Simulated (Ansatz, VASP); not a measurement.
**One calculation of Sn, two programs**

```
Sn
1.0
    -2.94537    2.94537    1.60784
     2.94537   -2.94537    1.60784
     2.94537    2.94537   -1.60784
Sn
2
Direct
  0.00000 0.00000 0.00000
  0.75000 0.25000 0.50000
```

Alike in both runs: task single point; functional PBE; k mesh 10 × 10 × 10; occupations fermi-dirac, width 0.1 eV; no spin polarisation.

```csv
,VASP,Ansatz
version,VASP 6.6.1,Ansatz 0.2.0
potentials or method,"VASP PAW PBE potentials, release 64 (Sn_d), cutoff 520 eV","plane waves, PAW"
valence electrons in the cell,28,28
```

VASP gave:

| Property | Result |
| --- | --- |
| pressure (GPa) | 0.9 |
| traceless stress, the component that is largest in VASP (GPa) | -0.62 |

Problem. Which values does Ansatz return?

Solution. Pressure (GPa): 1.0; traceless stress, the component that is largest in VASP (GPa): -0.63.
